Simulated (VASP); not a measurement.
# C in VASP: further runs

Aim: see how the results for C move with the level of theory and the settings. Levels: PBEsol+D3(BJ), LDA, PBEsol. Tasks: single point.

Everything below comes from runs of VASP 6.6.1. Logs are shortened: lines on timing, memory, paths and dates and some standing lists are left out, and cuts for length are marked.

**1. The cell of the first run**

The structure is orthorhombic, space group Fmmm (No. 69). The conventional cell has a = 2.459 Å, b = 4.256 Å, c = 6.689 Å, α = 90.00°, β = 90.00°, γ = 90.00°. Within 1.9 Å of C (site symmetry m2m) lie 3 C at 1.42 Å.

**2. Single point, PBEsol+D3(BJ)**

File INCAR:

```
SYSTEM = C
PREC = Accurate
ENCUT = 520
EDIFF = 1E-7
ISMEAR = -1
SIGMA = 0.1
LREAL = .FALSE.
LASPH = .TRUE.
NELM = 80
ALGO = Normal
ISIF = 2
LWAVE = .FALSE.
LCHARG = .FALSE.
GGA = PS
IVDW = 12
NBANDS = 16
```

File KPOINTS:

```
Automatic mesh
0
G
  10 10 3
  0 0 0
```

File POSCAR:

```
C
1.0
    1.2294958880     -2.1279139689      0.0000000000
    1.2294958880      2.1279139689      0.0000000000
    0.0000000000      0.0000000000      6.6887846241
C
4
Direct
    0.0833395157      0.9166604843      0.7500033253
    0.5833395157      0.4166604843      0.2499966747
    0.9166604843      0.0833395157      0.2499966747
    0.4166604843      0.5833395157      0.7500033253
```

Potentials or basis: VASP PAW PBE potentials, release 64 (C).

Started as:

```
$ cat potpaw_PBE.64/C/POTCAR > POTCAR
$ mpirun -np 1 vasp_std > vasp.out
```

OUTCAR:

```text
SYSTEM = C
   PREC = Accurate
   ENCUT = 520
   EDIFF = 1E-7
   ISMEAR = -1
   LREAL = .FALSE.
   LASPH = .TRUE.
   NELM = 80
   ISIF = 2
   GGA = PS
   IVDW = 12
 IVDW          = 12

 ion  position               nearest neighbor table
   1  0.083  0.917  0.750-   4 1.42   4 1.42   4 1.42
   2  0.583  0.417  0.250-   3 1.42   3 1.42   3 1.42
   3  0.917  0.083  0.250-   2 1.42   2 1.42   2 1.42
   4  0.417  0.583  0.750-   1 1.42   1 1.42   1 1.42

  LATTYP: Found a base centered orthorhombic cell.
 ALAT       =     2.4589917760
 B/A-ratio  =     1.7307206878
 C/A-ratio  =     2.7201329786

  Lattice vectors:

 A1 = (   1.2294958880,  -2.1279139689,   0.0000000000)
 A2 = (   1.2294958880,   2.1279139689,   0.0000000000)
 A3 = (   0.0000000000,   0.0000000000,   6.6887846241)

Analysis of symmetry for initial positions (statically):
=====================================================================
 Subroutine PRICEL returns:
 Original cell was already a primitive cell.

 Routine SETGRP: Setting up the symmetry group for a
 base centered orthorhombic supercell.

 Subroutine GETGRP returns: Found  8 space group operations
 (whereof  4 operations were pure point group operations)
 out of a pool of  8 trial point group operations.

The static configuration has the point symmetry C_2h.
 The point group associated with its full space group is D_2h.

Analysis of symmetry for dynamics (positions and initial velocities):
=====================================================================
 Subroutine PRICEL returns:
 Original cell was already a primitive cell.

 Routine SETGRP: Setting up the symmetry group for a
 base centered orthorhombic supercell.

 Subroutine GETGRP returns: Found  8 space group operations
 (whereof  4 operations were pure point group operations)
 out of a pool of  8 trial point group operations.

The dynamic configuration has the point symmetry C_2h.
 The point group associated with its full space group is D_2h.

 Subroutine INISYM returns: Found  8 space group operations
 (whereof  4 operations are pure point group operations),
 and found     1 'primitive' translations

----------------------------------------------------------------------------------------

                                     Primitive cell

  volume of cell :      34.9992

  direct lattice vectors                    reciprocal lattice vectors
     1.229495888 -2.127913969  0.000000000     0.406670738 -0.234971905  0.000000000
     1.229495888  2.127913969  0.000000000     0.406670738  0.234971905  0.000000000
     0.000000000  0.000000000  6.688784624     0.000000000  0.000000000  0.149503992

  length of vectors
     2.457575634  2.457575634  6.688784624     0.469673169  0.469673169  0.149503992

  position of ions in fractional coordinates (direct lattice)
     0.083339516  0.916660484  0.750003325
     0.583339516  0.416660484  0.249996675
     0.916660484  0.083339516  0.249996675
     0.416660484  0.583339516  0.750003325

  ion indices of the primitive-cell ions
   primitive index   ion index
                 1           1
                 2           2
                 3           3
                 4           4

----------------------------------------------------------------------------------------

 KPOINTS: Automatic mesh

Automatic generation of k-mesh.
 Grid dimensions read from file:
 generate k-points for:   10   10    3

 Generating k-lattice:

  Cartesian coordinates                     Fractional coordinates (reciprocal lattice)
     0.040667074 -0.023497191  0.000000000     0.100000000  0.000000000  0.000000000
     0.040667074  0.023497191  0.000000000     0.000000000  0.100000000  0.000000000
     0.000000000  0.000000000  0.049834664     0.000000000  0.000000000  0.333333333

  Length of vectors
     0.046967317  0.046967317  0.049834664

  Shift w.r.t. Gamma in fractional coordinates (k-lattice)
     0.000000000  0.000000000  0.000000000

 Subroutine IBZKPT returns following result:
 ===========================================

 Found     62 irreducible k-points:

 Following reciprocal coordinates:
            Coordinates               Weight
  0.000000  0.000000  0.000000      1.000000
  0.100000  0.000000  0.000000      4.000000
  0.200000  0.000000  0.000000      4.000000
  0.300000  0.000000  0.000000      4.000000
  0.400000  0.000000  0.000000      4.000000
  0.500000  0.000000  0.000000      2.000000
[... 16 lines left out ...]
  0.300000  0.300000  0.000000      2.000000
  0.400000  0.300000  0.000000      4.000000
 [... further k-points ...]
   k-points           NKPTS =     62   k-points in BZ     NKDIM =     62   number of bands    NBANDS=     16
   number of dos      NEDOS =    301   number of ions     NIONS =      4
   total plane-waves  NPLWV =  16200
   dimension x,y,z NGX =    18 NGY =   18 NGZ =   50
   dimension x,y,z NGXF=    36 NGYF=   36 NGZF=  100
   ions per type =               4
   NGX,Y,Z   is equivalent  to a cutoff of  12.18, 12.18, 12.43 a.u.
   NGXF,Y,Z  is equivalent  to a cutoff of  24.35, 24.35, 24.85 a.u.
 SYSTEM =  C
   PREC   = accura    normal or accurate (medium, high low for compatibility)
   ISTART =      0    job   : 0-new  1-cont  2-samecut
   ICHARG =      2    charge: 1-file 2-atom 10-const
   ISPIN  =      1    spin polarized calculation?
   LNONCOLLINEAR =      F non collinear calculations
   LSORBIT =      F    spin-orbit coupling
   LASPH  =      T    aspherical Exc in radial PAW
   ENCUT  =  520.0 eV  38.22 Ry    6.18 a.u.   4.57  4.57 12.44*2*pi/ulx,y,z
   NELM   =     80;   NELMIN=  2; NELMDL= -5     # of ELM steps
   EDIFF  = 0.1E-06   stopping-criterion for ELM
   LREAL  =      F    real-space projection
   EDIFFG = 0.1E-05   stopping-criterion for IOM
   NSW    =      0    number of steps for IOM
   IBRION =     -1    ionic relax: 0-MD 1-quasi-New 2-CG
   NFREE  =      0    steps in history (QN), initial steepest desc. (CG)
   ISIF   =      2    stress and relaxation
   ISYM   =      2    0-nonsym 1-usesym 2-fastsym
   POTIM  = 0.5000    time-step for ionic-motion
   TEBEG  =    0.0;   TEEND  =   0.0 temperature during run
   PSTRESS=    0.0 pullay stress
   NELECT =      16.0000    total number of electrons
   NUPDOWN=      -1.0000    fix difference up-down
   EMIN   =  10.00;   EMAX   =-10.00  energy-range for DOS
   EFERMI =   0.00;   METHOD = LEGACY
   ISMEAR =    -1;   SIGMA  =   0.10  broadening in eV -4-tet -1-fermi 0-gaus
   EFERMI_NEDOS =   21; number of points for ismear=-14 and -15
   IALGO  =     38    algorithm
   IMIX   =      4    mixing-type and parameters
     AMIX     =   0.40;   BMIX     =  1.00
     AMIX_MAG =   1.60;   BMIX_MAG =  1.00
  volume/ion in A,a.u.               =       8.75        59.05
  Fermi-wavevector in a.u.,A,eV,Ry     =   1.261136  2.383202 21.639588  1.590465
  Thomas-Fermi vector in A             =   2.394611
   LORBIT       =      0    0 simple, 1 ext, 2 COOP (PROOUT), +10 PAW based schemes
   GGA     = PS    functional components
   LHFCALC =     F    Hartree Fock is set to
   AEXX    =    0.0000 exact exchange contribution
   IVDW    =    12    specifies the selected vdW correction
   LEPSILON=     F    determine dielectric tensor
   LRPA    =     F    only Hartree local field effects (RPA)
 non-spin polarized calculation
  energy-cutoff  :      520.00
  volume of cell :       35.00
 maximum number of plane-waves:       979
   NGX =  9   NGY =  9   NGZ = 25

 number of electron      15.9999994 magnetization

 Free energy of the ion-electron system (eV)
  ---------------------------------------------------
  ext. energy  EPLUGINS =         0.00000000
  ---------------------------------------------------
  free energy    TOTEN  =       -38.56781769 eV

  energy without entropy =      -38.56744408  energy(sigma->0) =      -38.56763088

 E-fermi :   4.6926     XC(G=0): -10.5843

 val. band max:        4.2194386495   @ k =   0.4000   0.3000   0.0000
 cond. band min:       5.0752721330   @ k =   0.3000   0.3000   0.0000
 fundamental gap:      0.8558334835
 Fermi energy:         4.6926074188

 k-point     1 :       0.0000    0.0000    0.0000
  band No.  band energies     occupation
      1     -15.0072      2.00000
      2     -14.6907      2.00000
      3      -3.9701      2.00000
      4      -1.9206      2.00000
      5       1.6953      2.00000
      6       1.7094      2.00000
[... 8 lines left out ...]
     15      16.1986      0.00000
     16      16.3487      0.00000

 k-point     2 :       0.1000    0.0000    0.0000
  band No.  band energies     occupation
      1     -14.7673      2.00000
      2     -14.4554      2.00000
      3      -3.6774      2.00000
      4      -1.6476      2.00000
      5       0.7704      2.00000
      6       0.8148      2.00000
[... 8 lines left out ...]
     15      15.3241      0.00000
     16      15.5943      0.00000

 k-point     3 :       0.2000    0.0000    0.0000
  band No.  band energies     occupation
      1     -14.0511      2.00000
      2     -13.7530      2.00000
      3      -2.8083      2.00000
      4      -1.4421      2.00000
      5      -1.3575      2.00000
      6      -0.8434      2.00000
[... 8 lines left out ...]
     15      16.6031      0.00000
     16      16.6046      0.00000

 k-point     4 :       0.3000    0.0000    0.0000
  band No.  band energies     occupation
      1     -12.8717      2.00000
      2     -12.5960      2.00000
      3      -4.0958      2.00000
      4      -3.9673      2.00000
      5      -1.3971      2.00000
      6      -0.7966      2.00000
[... 8 lines left out ...]
     15      19.8462      0.00000
     16      19.9245      0.00000
[... 324 lines left out ...]
 k-point    22 :      -0.2000    0.2000    0.0000
  band No.  band energies     occupation
      1     -14.0503      2.00000
      2     -13.7517      2.00000
      3      -2.8106      2.00000
      4      -1.4325      2.00000
      5      -1.3553      2.00000
      6      -0.8360      2.00000
[... 8 lines left out ...]
     15      16.5499      0.00000
     16      16.6463      0.00000

 k-point    23 :       0.3000    0.3000    0.0000
  band No.  band energies     occupation
      1      -8.9184      2.00000
      2      -8.7411      2.00000
      3      -7.2007      2.00000
      4      -7.0164      2.00000
      5      -5.6119      2.00000
      6      -5.4937      2.00000
[... 8 lines left out ...]
     15      17.1989      0.00000
     16      18.9127      0.00000

 k-point    24 :       0.4000    0.3000    0.0000
  band No.  band energies     occupation
      1      -8.9188      2.00000
      2      -8.7236      2.00000
      3      -7.1219      2.00000
      4      -7.1218      2.00000
      5      -5.5511      2.00000
      6      -5.5450      2.00000
[... 8 lines left out ...]
     15      17.1700      0.00000
     16      19.0497      0.00000

 [... further k-points ...]

------------------------ aborting loop because EDIFF is reached ----------------------------------------

 Edisp (eV)   -0.44231

 E8    (eV) :    -0.2151

  FORCE on cell =-STRESS in cart. coord.  units (eV):
  Direction    XX          YY          ZZ          XY          YZ          ZX
  --------------------------------------------------------------------------------------
  -------------------------------------------------------------------------------------
  Total       0.22774     0.22757    -0.01786     0.00000     0.00000     0.00000
  in kB      10.42553    10.41772    -0.81744     0.00000     0.00000     0.00000
  external pressure =        6.68 kB  Pullay stress =        0.00 kB

 VOLUME and BASIS-vectors are now :
 -----------------------------------------------------------------------------
  energy-cutoff  :      520.00
  volume of cell :       35.00
      direct lattice vectors                 reciprocal lattice vectors
     1.229495888 -2.127913969  0.000000000     0.406670738 -0.234971905  0.000000000
     1.229495888  2.127913969  0.000000000     0.406670738  0.234971905  0.000000000
     0.000000000  0.000000000  6.688784624     0.000000000  0.000000000  0.149503992

 POSITION                                       TOTAL-FORCE (eV/Angst)
 -----------------------------------------------------------------------------------
      1.22950      1.77324      5.01661         0.000000      0.000295     -0.000016
      1.22950     -0.35468      1.67217         0.000000      0.000295      0.000016
      1.22950     -1.77324      1.67217         0.000000     -0.000295      0.000016
      1.22950      0.35468      5.01661         0.000000     -0.000295     -0.000016
 -----------------------------------------------------------------------------------
    total drift:                               -0.000000      0.000000      0.000000

  FREE ENERGIE OF THE ION-ELECTRON SYSTEM (eV)
  ---------------------------------------------------
  free  energy   TOTEN  =       -39.0101260858 eV

  energy  without entropy=      -39.0097524673  energy(sigma->0) =      -39.00993928
```

Run time: 22 s. Hardware: 1 thread of Intel Xeon Platinum 8488C (Sapphire Rapids), shared host; peak memory 0.16 GiB.

What came out:

```yaml
Free_energy: -39.0101 eV
Pressure: 0.7 GPa
Dispersion_energy_per_atom: -0.111 eV
```

Caveat: the PAW data sets were made with another functional, which shifts forces and pressure a little.

**3. Single point, LDA**

File INCAR:

```
SYSTEM = C
  PREC = Accurate
  ENCUT = 520
  EDIFF = 1E-7
  ISMEAR = -1
  SIGMA = 0.1
  LREAL = .FALSE.
  LASPH = .TRUE.
  NELM = 80
  ALGO = Normal
  ISIF = 2
  LWAVE = .FALSE.
  LCHARG = .FALSE.
  GGA = CA
  NBANDS = 16
```

KPOINTS is that of step 2.

File POSCAR:

```
C
1.0
    1.2227685233     -2.1164865507      0.0000000000
    1.2227685233      2.1164865507      0.0000000000
    0.0000000000      0.0000000000      6.7710182327
C
4
Direct
    0.0833310213      0.9166689787      0.7499918295
    0.5833310213      0.4166689787      0.2500081705
    0.9166689787      0.0833310213      0.2500081705
    0.4166689787      0.5833310213      0.7499918295
```

Potentials or basis: VASP PAW LDA potentials, release 64 (C).

Started as:

```
$ cat potpaw_LDA.64/C/POTCAR > POTCAR
$ mpirun -np 1 vasp_std > vasp.out
```

Wall time 26 s (1 thread of Intel Xeon Platinum 8488C (Sapphire Rapids), shared host); peak memory 0.13 GiB.

It converged, with:

```
Free energy : -40.4467 eV
Pressure    : 0.8 GPa
```

Stress tensor (GPa, compression positive):
```
 1.26  0.00  0.00
 0.00  1.25  0.00
 0.00  0.00 -0.11
```

**4. Single point, PBEsol**

This run uses another cell than the first one, of 9.75 Å³/atom.

File INCAR:

```
SYSTEM = C
PREC = Accurate ; ENCUT = 520
EDIFF = 1E-6 ; ISMEAR = -1
SIGMA = 0.1 ; LREAL = .FALSE.
LASPH = .TRUE. ; NELM = 100
ALGO = Normal ; ISIF = 2
LWAVE = .FALSE. ; LCHARG = .TRUE.
GGA = PS ; LELF = .TRUE.
LVHAR = .TRUE. ; NBANDS = 16
```

KPOINTS is that of step 3.

File POSCAR:

```
C
1.0
    1.2294952900     -2.1291351080      0.0000000000
    1.2294952900      2.1291351080      0.0000000000
    0.0000000000      0.0000000000      7.4512114172
C
4
Direct
    0.0833310390      0.9166689610      0.7500096870
    0.5833310390      0.4166689610      0.2499903130
    0.9166689610      0.0833310390      0.2499903130
    0.4166689610      0.5833310390      0.7500096870
```

Potentials or basis: VASP PAW PBE potentials, release 64 (C).

Started as:

```
$ cat potpaw_PBE.64/C/POTCAR > POTCAR
$ mpirun -np 1 vasp_std > vasp.out
```

Wall time 30 s (1 thread of Intel Xeon Platinum 8488C (Sapphire Rapids), shared host); peak memory 0.15 GiB.

It converged, with:

- Free energy: -38.5869 eV
- Pressure: 0.6 GPa

Stress tensor (GPa, compression positive):
```
 0.93  0.00  0.00
 0.00  0.92  0.00
 0.00  0.00 -0.05
```

Caveat: this functional lacks dispersion, which binds the layers, so the pressure and a relaxed spacing across them are unreliable; the PAW data sets were made with another functional, which shifts forces and pressure a little.

**5. Summary**

| level | potentials or basis | cell | pressure (GPa) |
| --- | --- | --- | --- |
| PBEsol+D3(BJ) | VASP PAW PBE potentials, release 64 (C) | a = 2.458, b = 2.458, c = 6.689 Å, angles 90.0, 90.0, 120.0°, 4 atoms | 0.7 |
| LDA | VASP PAW LDA potentials, release 64 (C) | a = 2.444, b = 2.444, c = 6.771 Å, angles 90.0, 90.0, 120.0°, 4 atoms | 0.8 |
| PBEsol | VASP PAW PBE potentials, release 64 (C) | a = 2.459, b = 2.459, c = 7.451 Å, angles 90.0, 90.0, 120.0°, 4 atoms | 0.6 |

Alike in all rows: task single point; no spin polarisation; k mesh 10 × 10 × 3; cutoff (eV) 520; smearing fermi-dirac 0.1 eV.

Caveats: the PAW data sets were made with another functional, which shifts forces and pressure a little (at least some runs); this functional lacks dispersion, which binds the layers, so the pressure and a relaxed spacing across them are unreliable (at least some runs).

Total energies depend on the potentials used, so only differences within one code and one set of settings carry meaning.
